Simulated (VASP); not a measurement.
Wanted: the native input for a VASP 6.6.1 run.

```yaml
Task: relaxation of cell and atoms
Functional: BLYP
Dispersion: D3(BJ)
Potentials_or_basis: VASP PAW PBE potentials, release 64 (Pb_d, S)
Cutoff: 600 eV
k_mesh: 8 × 8 × 8
Occupations: fermi-dirac, width 0.05 eV
Spin: no spin polarisation
Dipole_correction: no
Further_INCAR_settings: ALGO = Normal; EDIFF = 1e-06; IBRION = 2; EDIFFG = -0.01; NSW = 60; ISIF = 3
```

The structure of PbS (Galena) lies in POSCAR:

```
PbS
1.0
    0.0000000000      2.9657500000      2.9657500000
    2.9657500000      0.0000000000      2.9657500000
    2.9657500000      2.9657500000      0.0000000000
Pb S
1 1
Direct
    0.0000000000      0.0000000000      0.0000000000
    0.5000000000      0.5000000000      0.5000000000
```

The input as run:

INCAR

```
SYSTEM = PbS
PREC     = Accurate       ! precision mode
ENCUT    = 600            ! plane-wave cutoff, eV
EDIFF    = 1E-6           ! SCF threshold, eV
ISMEAR   = -1             ! smearing method
SIGMA    = 0.05           ! smearing width, eV
LREAL    = .False.        ! projectors in reciprocal space
LASPH    = .True.         ! aspherical terms in the spheres
NELM     = 60             ! most SCF steps
ALGO     = Normal         ! electronic algorithm
ISIF     = 3              ! what is computed and relaxed
LWAVE    = .False.        ! write WAVECAR
LCHARG   = .False.        ! write CHGCAR
GGA      = B5             ! functional
ALDAX    = 1.0          
AGGAX    = 1.0          
AGGAC    = 1.0          
ALDAC    = 0.0          
IVDW     = 12             ! dispersion correction
VDW_S6   = 1.0          
VDW_S8   = 2.6996       
VDW_A1   = 0.4298       
VDW_A2   = 4.2359       
IBRION   = 2              ! ionic algorithm
NSW      = 60             ! ionic steps
EDIFFG   = -0.01          ! ionic threshold
```

KPOINTS

```
regular mesh
0
Gamma
  8 8 8
  0 0 0
```

Potentials or basis: VASP PAW PBE potentials, release 64 (Pb_d, S).

Launch:

```bash
$ cat potpaw_PBE.64/Pb_d/POTCAR potpaw_PBE.64/S/POTCAR > POTCAR
$ mpirun -np 1 vasp_std > vasp.out
```

Results of the run:

```yaml
Relaxed_volume: 26.60 Å³/atom
Relaxed_cell: a = 4.221 Å, b = 4.221 Å, c = 4.221 Å, α = 60.00°, β = 60.00°, γ = 60.00°
Space_group_after_relaxing_to_0.05_Å: Fm-3m (No. 225)
Energy_gained_by_relaxing: 1.8 meV/atom
Ionic_steps: 3
Pressure_after_relaxing: 0.0 GPa
Band_gap_on_the_k_mesh: 0.54 eV, direct
Dispersion_energy_per_atom: -0.788 eV
```

Caveat: the PAW data sets were made with another functional, which shifts forces and pressure a little; spin-orbit coupling is left out, which moves the levels of the heavy elements.

It took 54 s on 1 thread of Intel(R) Xeon(R) Platinum 8488C (Sapphire Rapids), with other jobs on the host, peak memory 0.22 GiB.
